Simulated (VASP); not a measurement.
Input of a VASP 6.6.1 run:

The input INCAR:

```
SYSTEM = Sb
ALGO     = Normal         ! electronic algorithm
EDIFF    = 1E-6           ! SCF threshold, eV
ENCUT    = 520            ! plane-wave cutoff, eV
GGA      = PE             ! functional
ISIF     = 2              ! what is computed and relaxed
ISMEAR   = 0              ! smearing method
LASPH    = .TRUE.         ! aspherical terms in the spheres
LCHARG   = .FALSE.        ! write CHGCAR
LREAL    = .FALSE.        ! projectors in reciprocal space
LWAVE    = .FALSE.        ! write WAVECAR
NBANDS   = 8              ! bands
NELM     = 100            ! most SCF steps
PREC     = Accurate       ! precision mode
SIGMA    = 0.017          ! smearing width, eV
```

The input KPOINTS:

```
k-points
0
G
  10 10 10
  0 0 0
```

The input POSCAR:

```
Sb
1.0
    0.0000000000      2.3712425216      2.3712425216
    2.3712425216      0.0000000000      2.3712425216
    2.3712425216      2.3712425216      0.0000000000
Sb
1
Direct
    0.0000000000      0.0000000000      0.0000000000
```

Potentials or basis: VASP PAW PBE potentials, release 64 (Sb).

The run is started by

```sh
$ cat potpaw_PBE.64/Sb/POTCAR > POTCAR
$ mpirun -np 1 vasp_std > vasp.out
```

(1) What does it give for the pressure?

Answers

(1) 1.8 GPa.
